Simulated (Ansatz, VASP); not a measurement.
**One calculation of Ir2O, two programs**

```xyz
3
Lattice="4.2357 0.0000 0.0000 -2.1179 3.6682 0.0000 0.0000 0.0000 2.6277" Properties=species:S:1:pos:R:3 pbc="T T T"
Ir    0.0000    2.4455    0.0000
Ir    2.1179    1.2227    0.0000
O     0.0000    0.0000    0.0000
```

Alike in both runs: task relaxation of cell and atoms; functional PBE; k mesh 6 × 6 × 6; occupations gaussian, width 0.1 eV; no spin polarisation.

```csv
,VASP,Ansatz
version,VASP 6.6.1,Ansatz 0.2.0
potentials or method,"VASP PAW PBE potentials, release 64 (Ir, O), cutoff 600 eV","scalar-relativistic, plane waves, PAW"
valence electrons in the cell,24,40
```

Ansatz gave:

- gap on the k mesh at the Fermi level, each at its own relaxed structure (eV): none
- relaxed volume (Å³/atom): 13.81
- relaxed cell length with the largest relative difference (Å): 4.227

Problem. What did VASP give for the same quantities?

Solution. gap on the k mesh at the Fermi level, each at its own relaxed structure (eV): none; relaxed volume (Å³/atom): 13.83; relaxed cell length with the largest relative difference (Å): 4.231.

A gap of «none» marks a metal or a gap that the smearing closes. VASP's potentials hold 24 valence electrons a cell and Ansatz's 40, so a difference there can come from the potentials and not from the codes.

The k mesh is coarse, so the values compare programs but aren't converged. Spin-orbit coupling is off throughout.
